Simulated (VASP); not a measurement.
# HC12 in VASP: further runs

Runs on HC12. Level: PBE+D3(BJ). Tasks: single point.

Program: VASP 6.6.1. These are calculated values, not measurements. Logs are shortened: lines on timing, memory, paths and dates and some standing lists are left out, and cuts for length are marked.

## Step 1: The cell of the first run

The cell holds a slab with vacuum, 13 atoms: a = 4.931 Å, b = 4.010 Å, c = 21.601 Å, α = 90.00°, β = 90.00°, γ = 90.00°.

## Step 2: Single point, PBE+D3(BJ), collinear spin

Input file INCAR:

```
SYSTEM = HC12
ALGO     = Normal         ! electronic algorithm
DIPOL    = 0.5 0.5 0.300
EDIFF    = 1E-6           ! SCF threshold, eV
ENCUT    = 520            ! plane-wave cutoff, eV
GGA      = PE             ! functional
IDIPOL   = 3            
ISIF     = 2              ! what is computed and relaxed
ISMEAR   = 0              ! smearing method
ISPIN    = 2              ! spin polarisation
IVDW     = 12             ! dispersion correction
KPAR     = 4            
LASPH    = .True.         ! aspherical terms in the spheres
LCHARG   = .False.        ! write CHGCAR
LDIPOL   = .True.       
LORBIT   = 11             ! projections on sites
LREAL    = .False.        ! projectors in reciprocal space
LWAVE    = .False.        ! write WAVECAR
MAGMOM   = 0 0 0 0 0 0 0 0 0 0 0 0 1 ! initial moments
NBANDS   = 40             ! bands
NELM     = 150            ! most SCF steps
PREC     = Accurate       ! precision mode
SIGMA    = 0.05           ! smearing width, eV
```

Input file KPOINTS:

```
k-points
0
Gamma
  6 7 1
  0 0 0
```

Input file POSCAR:

```
HC12
1.0
    4.9311586502      0.0000000000      0.0000000000
    0.0000000000      4.0098697767      0.0000000000
    0.0000000000      0.0000000000     21.6014232414
C H
12 1
Direct
    0.2500000000      0.3776970832      0.1851729840
    0.7500000000      0.3776970832      0.1851729840
    0.0000000000      0.4720802753      0.2130426460
    0.5000000000      0.4720802753      0.2130426460
    0.0000000000      0.6609562027      0.2688143161
    0.5000000000      0.6609562027      0.2688143161
    0.2500000000      0.7503681903      0.2962457608
    0.7500000000      0.7503681903      0.2962457608
    0.2500000000      0.9412921293      0.3552728042
    0.7500000000      0.9412921293      0.3552728042
    0.0000000000      0.0234303656      0.3796705036
    0.5000000000      0.0234303656      0.3796705036
    0.1666666667      0.5234303656      0.5092915924
```

Potentials or basis: VASP PAW PBE potentials, release 64 (C, H).

The run is started by

```console
$ cat potpaw_PBE.64/C/POTCAR potpaw_PBE.64/H/POTCAR > POTCAR
$ mpirun -np 4 vasp_std > vasp.out
```

OUTCAR:

```text
SYSTEM = HC12
   EDIFF = 1E-6
   ENCUT = 520
   GGA = PE
   ISIF = 2
   ISMEAR = 0
   ISPIN = 2
   IVDW = 12
   LASPH = .True.
   LORBIT = 11
   LREAL = .False.
   NELM = 150
   PREC = Accurate
 IVDW          = 12

 ion  position               nearest neighbor table
   1  0.250  0.378  0.185-   3 1.42   4 1.42
   2  0.750  0.378  0.185-   3 1.42   4 1.42
   3  0.000  0.472  0.213-   5 1.42   2 1.42   1 1.42
   4  0.500  0.472  0.213-   6 1.42   2 1.42   1 1.42
   5  0.000  0.661  0.269-   7 1.41   8 1.41   3 1.42
   6  0.500  0.661  0.269-   7 1.41   8 1.41   4 1.42
   7  0.250  0.750  0.296-   5 1.41   6 1.41   9 1.49
   8  0.750  0.750  0.296-   5 1.41   6 1.41  10 1.49
   9  0.250  0.941  0.355-  11 1.38  12 1.38   7 1.49
  10  0.750  0.941  0.355-  11 1.38  12 1.38   8 1.49
  11  0.000  0.023  0.380-   9 1.38  10 1.38
  12  0.500  0.023  0.380-   9 1.38  10 1.38
  13  0.167  0.523  0.509-

  LATTYP: Found a simple orthorhombic cell.
 ALAT       =     4.0098697767
 B/A-ratio  =     1.2297553100
 C/A-ratio  =     5.3870635318

  Lattice vectors:

 A1 = (   0.0000000000,  -4.0098697767,   0.0000000000)
 A2 = (   4.9311586502,   0.0000000000,   0.0000000000)
 A3 = (   0.0000000000,   0.0000000000,  21.6014232414)

Analysis of symmetry for initial positions (statically):
=====================================================================
 Subroutine PRICEL returns:
 Original cell was already a primitive cell.

 Routine SETGRP: Setting up the symmetry group for a
 simple orthorhombic supercell.

 Subroutine GETGRP returns: Found  1 space group operations
 (whereof  1 operations were pure point group operations)
 out of a pool of  8 trial point group operations.

The static configuration has the point symmetry C_1 .

Analysis of symmetry for dynamics (positions and initial velocities):
=====================================================================
 Subroutine PRICEL returns:
 Original cell was already a primitive cell.

 Routine SETGRP: Setting up the symmetry group for a
 simple orthorhombic supercell.

 Subroutine GETGRP returns: Found  1 space group operations
 (whereof  1 operations were pure point group operations)
 out of a pool of  8 trial point group operations.

The dynamic configuration has the point symmetry C_1 .

[... 196 lines left out ...]
      2     -20.5907      1.00000
      3     -18.1758      1.00000
      4     -18.1617      1.00000
      5     -18.1149      1.00000
      6     -16.4517      1.00000
[... 847 lines left out ...]
     35       4.2338      0.00000
     36       4.9388      0.00000
 Fermi energy:        -3.6678296994

 spin component 2

 k-point     1 :       0.0000    0.0000    0.0000
  band No.  band energies     occupation
      1     -22.3513      1.00000
      2     -20.5858      1.00000
      3     -18.1721      1.00000
      4     -18.1597      1.00000
      5     -18.1119      1.00000
      6     -16.4427      1.00000
[... 847 lines left out ...]
     35       5.1354      0.00000
     36       5.1832      0.00000
 [bands above 36 left out]

------------------------ aborting loop because EDIFF is reached ----------------------------------------

 vacuum level on the upper side and lower side of the slab       (xc-potential included)        -0.308         0.309

 Edisp (eV)   -1.32004

 E8    (eV) :    -0.3909

  FORCE on cell =-STRESS in cart. coord.  units (eV):
  Direction    XX          YY          ZZ          XY          YZ          ZX
  --------------------------------------------------------------------------------------
  -------------------------------------------------------------------------------------
  Total      -0.47185     0.30941     1.42007     0.00297     0.83662     0.00002
  in kB      -1.76992     1.16062     5.32672     0.01114     3.13818     0.00009
  external pressure =        1.57 kB  Pullay stress =        0.00 kB

 VOLUME and BASIS-vectors are now :
 -----------------------------------------------------------------------------
  energy-cutoff  :      520.00
  volume of cell :      427.13
      direct lattice vectors                 reciprocal lattice vectors
     4.931158650  0.000000000  0.000000000     0.202792096  0.000000000  0.000000000
     0.000000000  4.009869777  0.000000000     0.000000000  0.249384657  0.000000000
     0.000000000  0.000000000 21.601423241     0.000000000  0.000000000  0.046293246

 POSITION                                       TOTAL-FORCE (eV/Angst)
 -----------------------------------------------------------------------------------
      1.23279      1.51452      4.00000         0.001244      0.858411      1.477606
      3.69837      1.51452      4.00000        -0.001266      0.857952      1.476294
      0.00000      1.89298      4.60202        -0.005006     -1.615272     -2.843216
      2.46558      1.89298      4.60202         0.005033     -1.613446     -2.841103
      0.00000      2.65035      5.80677        -0.011114      0.724168      1.322951
      2.46558      2.65035      5.80677         0.011112      0.724660      1.322744
      1.23279      3.00888      6.39933        -0.000549      0.024297      0.023578
      3.69837      3.00888      6.39933         0.000856      0.010826      0.006788
      1.23279      3.77446      7.67440         0.003587      0.020161      0.024245
      3.69837      3.77446      7.67440        -0.003533     -0.031822     -0.051722
      0.00000      0.09395      8.20142        -0.030907      0.022986      0.071795
      2.46558      0.09395      8.20142         0.030468      0.030893      0.068844
      0.82186      2.09889     11.00142         0.000075     -0.013813     -0.058804
 -----------------------------------------------------------------------------------
    total drift:                               -0.000037     -0.000050     -0.000276

  FREE ENERGIE OF THE ION-ELECTRON SYSTEM (eV)
  ---------------------------------------------------
  free  energy   TOTEN  =      -100.2177082920 eV

  energy  without entropy=     -100.2041842652  energy(sigma->0) =     -100.21094628

 vacuum level on the upper side and lower side of the slab         2.336         2.971

 total charge

# of ion       s       p       d       tot
------------------------------------------
    1        0.910   1.522   0.000   2.432
    2        0.910   1.522   0.000   2.433
    3        0.869   1.763   0.000   2.632
    4        0.869   1.763   0.000   2.632
    5        0.876   1.775   0.000   2.651
    6        0.876   1.775   0.000   2.651
    7        0.872   1.733   0.000   2.605
    8        0.872   1.734   0.000   2.606
    9        0.871   1.780   0.000   2.651
   10        0.871   1.780   0.000   2.651
   11        0.918   1.591   0.000   2.509
   12        0.918   1.592   0.000   2.509
   13        0.376   0.000   0.000   0.376
--------------------------------------------------
tot         11.008  20.330   0.000  31.338

 magnetization (x)

# of ion       s       p       d       tot
------------------------------------------
    1       -0.000   0.001   0.000   0.000
    2       -0.001  -0.001   0.000  -0.002
    3        0.000   0.000   0.000   0.000
    4       -0.000   0.000   0.000  -0.000
    5       -0.000   0.001   0.000   0.001
    6       -0.000   0.001   0.000   0.001
    7       -0.001  -0.003   0.000  -0.004
    8        0.001   0.005   0.000   0.006
    9       -0.001   0.000   0.000  -0.001
   10        0.001   0.002   0.000   0.003
   11        0.003   0.013   0.000   0.016
   12        0.001   0.005   0.000   0.006
   13        0.375   0.000   0.000   0.375
--------------------------------------------------
tot          0.379   0.022   0.000   0.401
```

OSZICAR:

```text
N       E                     dE             d eps       ncg     rms          rms(c)
DAV:   1     0.372906971224E+03    0.37291E+03   -0.18710E+04  3536   0.947E+02
DAV:   2    -0.459417195343E+02   -0.41885E+03   -0.39214E+03  5160   0.228E+02
DAV:   3    -0.104178953232E+03   -0.58237E+02   -0.56548E+02  4488   0.877E+01
[... 37 lines left out ...]
DAV:  41    -0.988976518099E+02   -0.27669E-04   -0.39236E-06  3456   0.478E-03    0.189E-03
DAV:  42    -0.988976658430E+02   -0.14033E-04   -0.20849E-06  3448   0.394E-03    0.153E-03
DAV:  43    -0.988976688475E+02   -0.30045E-05   -0.28143E-07  3176   0.184E-03    0.128E-03
DAV:  44    -0.988976708167E+02   -0.19693E-05   -0.15979E-07  2960   0.126E-03    0.651E-04
DAV:  45    -0.988976716413E+02   -0.82456E-06   -0.53386E-08  3064   0.881E-04
   1 F= -.10021771E+03 E0= -.10021095E+03  d E =-.135240E-01  mag=     1.0233
```

stdout:

```text
POSCAR found type information on POSCAR C H
 POSCAR found :  2 types and      13 ions
 scaLAPACK will be used
 LDA part: xc-table for (Slater+PW92), standard interpolation
 POSCAR, INCAR and KPOINTS ok, starting setup
 FFT: planning ... GRIDC
 FFT: planning ... GRID_SOFT
 FFT: planning ... GRID
 WAVECAR not read
 entering main loop
```

It took 20 min on 4 MPI ranks of Oxide Virtual Turin-like, shared host; peak memory 0.96 GiB.

Results:

```yaml
Free_energy: -100.2177 eV
Largest_force: 3.270 eV/Å
Band_gap_on_the_k_mesh: 0.03 eV (least direct gap 0.06 eV)
Net_moment: 1.02 μB per cell
Site_moments: C +0.00, -0.00, +0.01, +0.02 (each value once); H +0.38 μB
Valence_electrons_inside_the_program's_atomic_spheres: C 2.43, 2.63, 2.65, 2.60, 2.61, 2.51 (each value once); H 0.38
Dispersion_energy_per_atom: -0.102 eV
```

Forces on the atoms (eV/Å):
```
C    0.001  0.858  1.478
C   -0.001  0.858  1.476
C   -0.005 -1.615 -2.843
C    0.005 -1.613 -2.841
C   -0.011  0.724  1.323
C    0.011  0.725  1.323
C   -0.001  0.024  0.024
C    0.001  0.011  0.007
C    0.004  0.020  0.024
C   -0.004 -0.032 -0.052
C   -0.031  0.023  0.072
C    0.030  0.031  0.069
H    0.000 -0.014 -0.059
```

Caveat: a moment this small can come from the mesh or the smearing.

## Step 3: Single point, PBE+D3(BJ), collinear spin

INCAR is that of step 2.

KPOINTS is that of step 2.

POSCAR: that of step 2 with these lines changed.

```diff
@@ -20,2 +20,2 @@
     0.5000000000      0.0234303656      0.3796705036
-    0.1666666667      0.5234303656      0.5092915924
+    0.0833333333      0.8567636989      0.5092915924
```

Potentials or basis: VASP PAW PBE potentials, release 64 (C, H).

The run is started by

```console
$ cat potpaw_PBE.64/C/POTCAR potpaw_PBE.64/H/POTCAR > POTCAR
$ mpirun -np 4 vasp_std > vasp.out
```

Run time: 21 min. Hardware: 4 MPI ranks of Oxide Virtual Turin-like, shared host; peak memory 0.98 GiB.

The run converged. Its results:

| Property | Result |
| --- | --- |
| Free energy | -101.1923 eV |
| Largest force | 3.687 eV/Å |
| Band gap on the k mesh | 0.05 eV |
| Net moment | 3.00 μB per cell |
| Site moments | C +0.64, -0.02, -0.03, +0.11, +0.08, -0.06, +0.04, -0.55, +0.33 (each value once); H +0.37 μB |
| Valence electrons inside the program's atomic spheres | C 2.44, 2.63, 2.66, 2.61, 2.65, 2.51 (each value once); H 0.37 |
| Dispersion energy per atom | -0.102 eV |

Forces on the atoms (eV/Å):
```
C    0.031  1.374  2.212
C   -0.031  1.373  2.213
C    0.000 -1.820 -3.040
C    0.001 -1.896 -3.162
C   -0.002  0.394  0.881
C    0.002  0.484  1.031
C    0.000  0.335  0.410
C    0.004  0.326  0.406
C    0.110 -0.082 -0.236
C   -0.109 -0.086 -0.216
C    0.033 -0.224  0.046
C    0.006 -0.242 -0.350
H   -0.044  0.065 -0.195
```

Levels at points of the mesh, in eV from the valence-band top:
Spin up:
| k point | band 24 | band 25 | band 26 | band 27 | band 28 | band 29 |
| --- | --- | --- | --- | --- | --- | --- |
| (0.00, 0.00, 0.00) | -1.89 | -1.53 | -0.29 | 0.64 | 0.73 | 1.86 |
| (0.50, 0.00, 0.00) | -2.34 | -2.34 | -1.69 | 0.72 | 2.32 | 2.47 |
Spin down:
```csv
k point,band 20,band 21,band 22,band 23,band 24,band 25,band 26,band 27
"(0.00, 0.00, 0.00)",-2.13,-1.97,-1.95,0.00,0.05,0.38,0.67,1.27
"(0.50, 0.00, 0.00)",-3.95,-2.37,-2.28,-1.79,0.39,0.46,0.55,2.54
```
